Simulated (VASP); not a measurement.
Crystal: GaSb.

```
CELL_PARAMETERS angstrom
-2.75343 2.75343 1.59071
2.75343 -2.75343 1.59071
2.75343 2.75343 -1.59071
ATOMIC_POSITIONS crystal
Ga 0.75000 0.25000 0.50000
Sb 0.00000 0.00000 0.00000
```

Base run:

| Quantity | Value |
| --- | --- |
| Program | VASP 6.6.1 |
| Functional | PBEsol |
| Potentials or basis | VASP PAW PBE potentials, release 64 (Ga_d, Sb) |
| Cutoff | 500 eV |
| k mesh | 8 × 8 × 8 |
| Occupations | fermi-dirac, width 0.1 eV |
| Spin | no spin polarisation |

Its results: band gap on the k mesh zero (bands 9 and 10 overlap by 3.82 eV); pressure -2.9 GPa.

Q: The run is repeated on the same cell with these changes: k mesh from 8 × 8 × 8 to 4 × 4 × 4. What comes out?

A: Band gap on the k mesh zero (bands 9 and 10 overlap by 3.48 eV); pressure -3.8 GPa.

Caveats: some runs use coarse meshes; the PAW data sets were made with another functional, which shifts forces and pressure a little; spin-orbit coupling is left out, which moves the levels of the heavy elements.
